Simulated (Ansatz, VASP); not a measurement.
P: VASP beside Ansatz

```
CELL_PARAMETERS angstrom
3.31360 0.00000 0.00000
0.00000 4.37630 0.00000
0.00000 0.00000 23.56143
ATOMIC_POSITIONS crystal
P 0.00000 0.08832 0.21464
P 0.00000 0.92771 0.30535
P 0.50000 0.42738 0.21548
P 0.50000 0.58706 0.30624
P 0.50000 0.06112 0.43158
P 0.50000 0.90143 0.52247
P 0.00000 0.40166 0.43162
P 0.00000 0.56092 0.52251
P 0.00000 0.09064 0.64767
P 0.00000 0.93075 0.73843
P 0.50000 0.43129 0.64870
P 0.50000 0.59171 0.73941
```

Alike in both runs: functional PBE; dispersion D3(BJ); k mesh 10 × 8 × 1; occupations gaussian, width 0.03 eV; no spin polarisation.

Ansatz relaxed the structure, and its values are those at the end. VASP's run is a single point on that final structure, the one shown.

|  | VASP | Ansatz |
| --- | --- | --- |
| version | VASP 6.6.1 | Ansatz 0.2.0 |
| potentials or method | VASP PAW PBE potentials, release 64 (P) | scalar-relativistic, plane waves, PAW |
| plane-wave cutoff (eV) | 520 | 420 |
| valence electrons in the cell | 60 | 60 |

Ansatz gave:

| Property | Result |
| --- | --- |
| rms of the force components (eV/Å) | 0.002 |

Question: Estimate VASP's values.

Answer: rms of the force components (eV/Å): 0.032.

Ansatz's warnings: xc potential rough in thin density.
